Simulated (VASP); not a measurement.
Wanted: the native input for a VASP 6.6.1 run.

| Property | Result |
| --- | --- |
| Task | relaxation of cell and atoms |
| Functional | r2SCAN |
| Potentials or basis | VASP PAW PBE potentials, release 64 (Hf_pv, C) |
| Cutoff | 600 eV |
| k mesh | 8 × 8 × 8 |
| Occupations | fermi-dirac, width 0.05 eV |
| Spin | no spin polarisation |
| Target pressure | 15 GPa |
| Dipole correction | no |
| Further INCAR settings | ALGO = Normal; EDIFF = 1e-07; IBRION = 2; EDIFFG = -0.01; NSW = 80; ISIF = 3 |

The system is HfC.

```
Hf C
1.0
     0.00000    2.32500    2.32500
     2.32500    0.00000    2.32500
     2.32500    2.32500    0.00000
Hf C
1 1
Direct
  0.00000 0.00000 0.00000
  0.50000 0.50000 0.50000
```

The input as run:

POSCAR

```
HfC
1.0
    0.0000000000      2.3250000000      2.3250000000
    2.3250000000      0.0000000000      2.3250000000
    2.3250000000      2.3250000000      0.0000000000
Hf C
1 1
Direct
    0.0000000000      0.0000000000      0.0000000000
    0.5000000000      0.5000000000      0.5000000000
```

INCAR.step1

```
ALGO = Normal ; EDIFF = 1E-4
ENCUT = 600 ; GGA = PE
ISMEAR = -1 ; LASPH = T
LCHARG = F ; LREAL = F
LWAVE = T ; NELM = 100
PREC = Accurate ; SIGMA = 0.05
```

INCAR.step2

```
ALGO = Normal ; EDIFF = 1E-7
EDIFFG = -0.01 ; ENCUT = 600
IBRION = 2 ; ISIF = 3
ISMEAR = -1 ; ISTART = 1
LASPH = T ; LCHARG = F
LMIXTAU = T ; LREAL = F
LWAVE = F ; METAGGA = R2SCAN
NELM = 100 ; NSW = 80
PREC = Accurate ; PSTRESS = 150.0
SIGMA = 0.05
```

KPOINTS

```
k-points
0
Gamma
  8 8 8
```

Potentials or basis: VASP PAW PBE potentials, release 64 (Hf_pv, C).

Run with:

```console
$ cat potpaw_PBE.64/Hf_pv/POTCAR potpaw_PBE.64/C/POTCAR > POTCAR
$ cp INCAR.step1 INCAR
$ mpirun -np 1 vasp_std > vasp.out
$ cp INCAR.step2 INCAR
$ mpirun -np 1 vasp_std > vasp.out
```

Results of the run:

The relaxed volume is 11.79 Å³/atom and the relaxed cell is a = 3.219 Å, b = 3.219 Å, c = 3.219 Å, α = 60.00°, β = 60.00°, γ = 60.00°. The space group after relaxing (to 0.05 Å) is Fm-3m (No. 225) and the energy change on relaxing (the enthalpy is what falls) is +27.4 meV/atom. The ionic steps are 4, the pressure after relaxing is 14.9 GPa and the band gap on the k mesh is zero (band 7 reaches 7.43 eV, above the bottom of band 8 at 5.93 eV).

Caveat: the cell is relaxed towards a set pressure, so the enthalpy falls and the energy may rise; the PAW data sets were made with another functional, which shifts forces and pressure a little; spin-orbit coupling is left out, which moves the levels of the heavy elements.

Wall time 3 min on 1 thread of Intel(R) Xeon(R) 6975P-C (Granite Rapids), with other jobs on the host, peak memory 0.18 GiB.
